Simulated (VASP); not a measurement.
**MoS2: relaxation of cell and atoms with PBE+D3(BJ)**

The system is MoS2.

```xyz
6
Lattice="3.1505 0.0000 0.0000 -1.5753 2.7284 0.0000 0.0000 0.0000 12.0817" Properties=species:S:1:pos:R:3 pbc="T T T"
Mo    0.0000    1.8189    3.0204
Mo    1.5753    0.9095    9.0613
S     0.0000    1.8189    7.4955
S     1.5753    0.9095    1.4547
S     0.0000    1.8189   10.6271
S     1.5753    0.9095    4.5862
```

```json
{
 "Program": "VASP 6.6.1",
 "Task": "relaxation of cell and atoms",
 "Functional": "PBE",
 "Dispersion": "D3(BJ)",
 "Potentials or basis": "VASP PAW PBE potentials, release 64 (Mo_sv, S)",
 "Cutoff": "600 eV",
 "k mesh": "12 × 12 × 4",
 "Occupations": "gaussian, width 0.02 eV",
 "Spin": "no spin polarisation",
 "Dipole correction": "no",
 "Further INCAR settings": "ALGO = Normal; EDIFF = 1e-06; IBRION = 2; EDIFFG = -0.005; NSW = 100; ISIF = 3"
}
```

```json
{
  "Relaxed volume": "17.29 Å³/atom",
  "Relaxed cell": "a = 3.149 Å, b = 3.149 Å, c = 12.077 Å, α = 90.00°, β = 90.00°, γ = 120.00°",
  "Space group after relaxing (to 0.1 Å)": "P6_3/mmc (No. 194)",
  "Energy gained by relaxing": "0.0 meV/atom",
  "Ionic steps": "4",
  "Pressure after relaxing": "0.0 GPa",
  "Largest force after relaxing": "0.004 eV/Å",
  "Band gap on the k mesh": "0.79 eV (least direct gap 1.70 eV)",
  "Dispersion energy per atom": "-0.438 eV"
}
```

Forces in eV/Å, atoms in the order of the input:
```
Mo   0.000  0.000  0.000
Mo   0.000  0.000  0.000
S    0.000  0.000 -0.004
S    0.000  0.000 -0.004
S    0.000  0.000  0.004
S    0.000  0.000  0.004
```

The path:
```tsv
step	energy change (eV)	largest force (eV/Å)	pressure (GPa)	volume (Å³)
1	0.0000	0.0225	-0.25	103.85
2	0.0004	0.0603	0.48	103.45
3	-0.0001	0.0048	0.00	103.72
4	-0.0001	0.0036	0.00	103.73
```

Final structure:
```
Mo S
1.0
     3.14919    0.00000    0.00000
    -1.57459    2.72728    0.00000
     0.00000    0.00000   12.07697
Mo S
2 4
Direct
  0.33333 0.66667 0.25000
  0.66667 0.33333 0.75000
  0.33333 0.66667 0.62043
  0.66667 0.33333 0.12043
  0.33333 0.66667 0.87957
  0.66667 0.33333 0.37957
```

Levels at points of the mesh, in eV from the valence-band top:
```
           k point  band 22  band 23  band 24  band 25  band 26  band 27  band 28  band 29  band 30  band 31
(0.00, 0.00, 0.00)    -2.16    -2.16    -1.28    -1.10     0.00     2.09     2.09     2.12     2.12     2.23
(0.50, 0.00, 0.00)    -2.56    -1.79    -1.53    -1.49    -1.34     1.61     1.67     1.99     2.30     2.82
(0.00, 0.00, 0.50)    -2.19    -2.19    -2.19    -0.26    -0.26     2.09     2.09     2.09     2.09     2.35
(0.50, 0.00, 0.50)    -2.74    -1.66    -1.66    -1.40    -1.40     1.64     1.64     2.16     2.16     3.22
```

Wall time 19 min on 1 thread of Intel Xeon 8259CL, on a shared host, peak memory 0.41 GiB.

A k mesh can miss the band edges. A hybrid or GW would open this gap; PBE tends to underestimate it.
